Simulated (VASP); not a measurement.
# LiH (F-43m) in VASP: notebook

The runs below take LiH through single point, with PBE, r2SCAN.

Everything below comes from runs of VASP 6.6.1. Logs are shortened: lines on timing, memory, paths and dates and some standing lists are left out, and cuts for length are marked.

## (1) The cell of the first run

Symmetry: F-43m, No. 216, cubic system. The conventional cell has a = 4.290 Å, b = 4.290 Å, c = 4.290 Å, α = 90.00°, β = 90.00°, γ = 90.00°. Li (site symmetry -43m) has 4 H at 1.86 Å within 2.5 Å. H (site symmetry -43m) has 4 Li at 1.86 Å within 2.5 Å.

## (2) Single point, PBE

Input file INCAR:

```
PREC     = Accurate       # precision mode
ENCUT    = 520            # plane-wave cutoff, eV
EDIFF    = 1E-6           # SCF threshold, eV
ISMEAR   = 0              # smearing method
SIGMA    = 0.01           # smearing width, eV
LREAL    = False          # projectors in reciprocal space
LASPH    = True           # aspherical terms in the spheres
NELM     = 60             # most SCF steps
ALGO     = Normal         # electronic algorithm
ISIF     = 2              # what is computed and relaxed
LWAVE    = False          # write WAVECAR
LCHARG   = False          # write CHGCAR
GGA      = PE             # functional
NBANDS   = 9              # bands
```

Input file KPOINTS:

```
regular mesh
0
Gamma
  6 6 6
```

Input file POSCAR:

```
LiH
1.0
    0.0000000000      2.1451220117      2.1451220117
    2.1451220117      0.0000000000      2.1451220117
    2.1451220117      2.1451220117      0.0000000000
Li H
1 1
Direct
    0.0000000000      0.0000000000      0.0000000000
    0.2500000000      0.2500000000      0.2500000000
```

Potentials or basis: VASP PAW PBE potentials, release 64 (Li_sv, H).

Run with:

```
> cat potpaw_PBE.64/Li_sv/POTCAR potpaw_PBE.64/H/POTCAR > POTCAR
> mpirun -np 1 vasp_std > vasp.out
```

OUTCAR:

```text
PREC = Accurate
   ENCUT = 520
   EDIFF = 1E-6
   ISMEAR = 0
   LREAL = False
   LASPH = True
   NELM = 60
   ISIF = 2
   GGA = PE

 ion  position               nearest neighbor table
   1  0.000  0.000  0.000-
   2  0.250  0.250  0.250-

  LATTYP: Found a face centered cubic cell.
 ALAT       =     4.2902440234

  Lattice vectors:

 A1 = (   0.0000000000,   2.1451220117,   2.1451220117)
 A2 = (   2.1451220117,   0.0000000000,   2.1451220117)
 A3 = (   2.1451220117,   2.1451220117,   0.0000000000)

Analysis of symmetry for initial positions (statically):
=====================================================================
 Subroutine PRICEL returns:
 Original cell was already a primitive cell.

 Routine SETGRP: Setting up the symmetry group for a
 face centered cubic supercell.

 Subroutine GETGRP returns: Found 24 space group operations
 (whereof 24 operations were pure point group operations)
 out of a pool of 48 trial point group operations.

The static configuration has the point symmetry T_d .

Analysis of symmetry for dynamics (positions and initial velocities):
=====================================================================
 Subroutine PRICEL returns:
 Original cell was already a primitive cell.

 Routine SETGRP: Setting up the symmetry group for a
 face centered cubic supercell.

 Subroutine GETGRP returns: Found 24 space group operations
 (whereof 24 operations were pure point group operations)
 out of a pool of 48 trial point group operations.

The dynamic configuration has the point symmetry T_d .

 Subroutine INISYM returns: Found 24 space group operations
 (whereof 24 operations are pure point group operations),
 and found     1 'primitive' translations

----------------------------------------------------------------------------------------

                                     Primitive cell

  volume of cell :      19.7418

  direct lattice vectors                    reciprocal lattice vectors
     0.000000000  2.145122012  2.145122012    -0.233086975  0.233086975  0.233086975
     2.145122012  0.000000000  2.145122012     0.233086975 -0.233086975  0.233086975
     2.145122012  2.145122012  0.000000000     0.233086975  0.233086975 -0.233086975

  length of vectors
     3.033660642  3.033660642  3.033660642     0.403718483  0.403718483  0.403718483

  position of ions in fractional coordinates (direct lattice)
     0.000000000  0.000000000  0.000000000
     0.250000000  0.250000000  0.250000000

  ion indices of the primitive-cell ions
   primitive index   ion index
                 1           1
                 2           2

----------------------------------------------------------------------------------------

 KPOINTS: regular mesh

Automatic generation of k-mesh.
 Grid dimensions read from file:
 generate k-points for:    6    6    6

 Generating k-lattice:

  Cartesian coordinates                     Fractional coordinates (reciprocal lattice)
    -0.038847829  0.038847829  0.038847829     0.166666667  0.000000000  0.000000000
     0.038847829 -0.038847829  0.038847829     0.000000000  0.166666667  0.000000000
     0.038847829  0.038847829 -0.038847829     0.000000000  0.000000000  0.166666667

  Length of vectors
     0.067286414  0.067286414  0.067286414

  Shift w.r.t. Gamma in fractional coordinates (k-lattice)
     0.000000000  0.000000000  0.000000000

 Subroutine IBZKPT returns following result:
 ===========================================

 Found     16 irreducible k-points:

 Following reciprocal coordinates:
            Coordinates               Weight
  0.000000  0.000000  0.000000      1.000000
  0.166667  0.000000  0.000000      8.000000
  0.333333  0.000000  0.000000      8.000000
  0.500000  0.000000  0.000000      4.000000
  0.166667  0.166667  0.000000      6.000000
  0.333333  0.166667  0.000000     24.000000
[... 8 lines left out ...]
 -0.333333  0.333333  0.166667     24.000000
 -0.333333  0.500000  0.166667     12.000000
   k-points           NKPTS =     16   k-points in BZ     NKDIM =     16   number of bands    NBANDS=      9
   number of dos      NEDOS =    301   number of ions     NIONS =      2
   total plane-waves  NPLWV =  13824
   dimension x,y,z NGX =    24 NGY =   24 NGZ =   24
   dimension x,y,z NGXF=    48 NGYF=   48 NGZF=   48
   ions per type =               1   1
   NGX,Y,Z   is equivalent  to a cutoff of  13.15, 13.15, 13.15 a.u.
   NGXF,Y,Z  is equivalent  to a cutoff of  26.30, 26.30, 26.30 a.u.
 SYSTEM =  unknown system
   PREC   = accura    normal or accurate (medium, high low for compatibility)
   ISTART =      0    job   : 0-new  1-cont  2-samecut
   ICHARG =      2    charge: 1-file 2-atom 10-const
   ISPIN  =      1    spin polarized calculation?
   LNONCOLLINEAR =      F non collinear calculations
   LSORBIT =      F    spin-orbit coupling
   LASPH  =      T    aspherical Exc in radial PAW
   ENCUT  =  520.0 eV  38.22 Ry    6.18 a.u.   5.64  5.64  5.64*2*pi/ulx,y,z
   NELM   =     60;   NELMIN=  2; NELMDL= -5     # of ELM steps
   EDIFF  = 0.1E-05   stopping-criterion for ELM
   LREAL  =      F    real-space projection
   EDIFFG = 0.1E-04   stopping-criterion for IOM
   NSW    =      0    number of steps for IOM
   IBRION =     -1    ionic relax: 0-MD 1-quasi-New 2-CG
   NFREE  =      0    steps in history (QN), initial steepest desc. (CG)
   ISIF   =      2    stress and relaxation
   ISYM   =      2    0-nonsym 1-usesym 2-fastsym
   POTIM  = 0.5000    time-step for ionic-motion
   TEBEG  =    0.0;   TEEND  =   0.0 temperature during run
   PSTRESS=    0.0 pullay stress
   NELECT =       4.0000    total number of electrons
   NUPDOWN=      -1.0000    fix difference up-down
   EMIN   =  10.00;   EMAX   =-10.00  energy-range for DOS
   EFERMI =   0.00;   METHOD = LEGACY
   ISMEAR =     0;   SIGMA  =   0.01  broadening in eV -4-tet -1-fermi 0-gaus
   EFERMI_NEDOS =   21; number of points for ismear=-14 and -15
   IALGO  =     38    algorithm
   IMIX   =      4    mixing-type and parameters
     AMIX     =   0.40;   BMIX     =  1.00
     AMIX_MAG =   1.60;   BMIX_MAG =  1.00
  volume/ion in A,a.u.               =       9.87        66.61
  Fermi-wavevector in a.u.,A,eV,Ry     =   0.961537  1.817042 12.579322  0.924554
  Thomas-Fermi vector in A             =   2.090918
   LORBIT       =      0    0 simple, 1 ext, 2 COOP (PROOUT), +10 PAW based schemes
   GGA     = PE    functional components
   LHFCALC =     F    Hartree Fock is set to
   AEXX    =    0.0000 exact exchange contribution
   IVDW    =     0    specifies the selected vdW correction
   LEPSILON=     F    determine dielectric tensor
   LRPA    =     F    only Hartree local field effects (RPA)
 non-spin polarized calculation
 Gauss-broadening in eV      SIGMA  =   0.01
  energy-cutoff  :      520.00
  volume of cell :       19.74
 maximum number of plane-waves:       544
 NGX is ok and might be reduce to    24
   NGX = 11   NGY = 11   NGZ = 11

 number of electron       3.9999993 magnetization

 Free energy of the ion-electron system (eV)
  ---------------------------------------------------
  ext. energy  EPLUGINS =         0.00000000
  ---------------------------------------------------
  free energy    TOTEN  =        -6.03052697 eV

  energy without entropy =       -6.03052697  energy(sigma->0) =       -6.03052697

 E-fermi :  -1.5875     XC(G=0):  -7.6938

 val. band max:       -1.7441589746   @ k =  -0.3333   0.5000   0.1667
 cond. band min:       2.5542251801   @ k =   0.5000   0.0000   0.0000
 fundamental gap:      4.2983841547
 Fermi energy:        -1.5874756302

 k-point     1 :       0.0000    0.0000    0.0000
  band No.  band energies     occupation
      1     -45.0100      2.00000
      2      -5.3499      2.00000
      3      11.4127      0.00000
      4      15.6130      0.00000
      5      15.6130      0.00000
      6      15.6130      0.00000
      7      18.1803      0.00000
      8      18.1803      0.00000
      9      18.1803      0.00000

 k-point     2 :       0.1667    0.0000    0.0000
  band No.  band energies     occupation
      1     -45.0044      2.00000
      2      -4.9173      2.00000
      3       8.9072      0.00000
      4      14.0474      0.00000
      5      14.5124      0.00000
      6      14.5125      0.00000
      7      19.6633      0.00000
      8      19.6633      0.00000
      9      21.8948      0.00000

 k-point     3 :       0.3333    0.0000    0.0000
  band No.  band energies     occupation
      1     -44.9930      2.00000
      2      -3.7211      2.00000
      3       4.6769      0.00000
      4      13.6171      0.00000
      5      13.6171      0.00000
      6      14.3022      0.00000
      7      18.2991      0.00000
      8      18.2991      0.00000
      9      20.7306      0.00000

 k-point     4 :       0.5000    0.0000    0.0000
  band No.  band energies     occupation
      1     -44.9875      2.00000
      2      -2.7172      2.00000
      3       2.5542      0.00000
      4      13.3992      0.00000
      5      13.3992      0.00000
      6      14.4000      0.00000
      7      17.3207      0.00000
      8      17.3207      0.00000
      9      20.9821      0.00000
[... 109 lines left out ...]
 k-point    14 :       0.5000    0.3333    0.1667
  band No.  band energies     occupation
      1     -44.9856      2.00000
      2      -2.7713      2.00000
      3       4.6839      0.00000
      4       8.4112      0.00000
      5      10.6965      0.00000
      6      14.7943      0.00000
      7      17.3237      0.00000
      8      21.8325      0.00000
      9      25.5425      0.00000

 k-point    15 :      -0.3333    0.3333    0.1667
  band No.  band energies     occupation
      1     -44.9818      2.00000
      2      -1.9546      2.00000
      3       3.5008      0.00000
      4       7.4185      0.00000
      5      10.0226      0.00000
      6      15.5226      0.00000
      7      18.3901      0.00000
      8      21.5207      0.00000
      9      24.2181      0.00000

 k-point    16 :      -0.3333    0.5000    0.1667
  band No.  band energies     occupation
      1     -44.9800      2.00000
      2      -1.7442      2.00000
      3       5.2091      0.00000
      4       5.2883      0.00000
      5       9.2890      0.00000
      6      14.2281      0.00000
      7      17.8839      0.00000
      8      22.2068      0.00000
      9      26.3803      0.00000

------------------------ aborting loop because EDIFF is reached ----------------------------------------

  FORCE on cell =-STRESS in cart. coord.  units (eV):
  Direction    XX          YY          ZZ          XY          YZ          ZX
  --------------------------------------------------------------------------------------
  -------------------------------------------------------------------------------------
  Total       -0.0251952     -0.0251952     -0.0251952      0.0000000      0.0000000      0.0000000
  in kB       -2.0447580     -2.0447580     -2.0447580      0.0000000      0.0000000      0.0000000
  external PRESSURE =      -2.0447580 kB  Pullay stress =       0.0000000 kB

 VOLUME and BASIS-vectors are now :
 -----------------------------------------------------------------------------
  energy-cutoff  :      520.00
  volume of cell :       19.74
      direct lattice vectors                 reciprocal lattice vectors
     0.000000000  2.145122012  2.145122012    -0.233086975  0.233086975  0.233086975
     2.145122012  0.000000000  2.145122012     0.233086975 -0.233086975  0.233086975
     2.145122012  2.145122012  0.000000000     0.233086975  0.233086975 -0.233086975

 POSITION                                       TOTAL-FORCE (eV/Angst)
 -----------------------------------------------------------------------------------
      0.00000      0.00000      0.00000        -0.000000     -0.000000     -0.000000
      1.07256      1.07256      1.07256         0.000000      0.000000      0.000000
 -----------------------------------------------------------------------------------
    total drift:                               -0.000000     -0.000000     -0.000000

  FREE ENERGIE OF THE ION-ELECTRON SYSTEM (eV)
  ---------------------------------------------------
  free  energy   TOTEN  =        -6.0305269696 eV

  energy  without entropy=       -6.0305269696  energy(sigma->0) =       -6.03052697
```

It took 6.6 s on 1 thread of AMD EPYC 7R43 (Zen 3), shared host; peak memory 0.09 GiB.

Results:

- Free energy: -6.0305 eV
- Band gap on the k mesh: 4.30 eV, indirect (least direct gap 5.27 eV)

Caveat: the k points lie up to 0.42 Å⁻¹ apart; the cutoff is under 1.25 times the usual one of these potentials, so pressure, stress and relaxed cells hold a basis-set (Pulay) error. Expect the measured gap to be larger: semilocal functionals such as PBE lack the derivative discontinuity.

(Continued in part 2 of 2.)
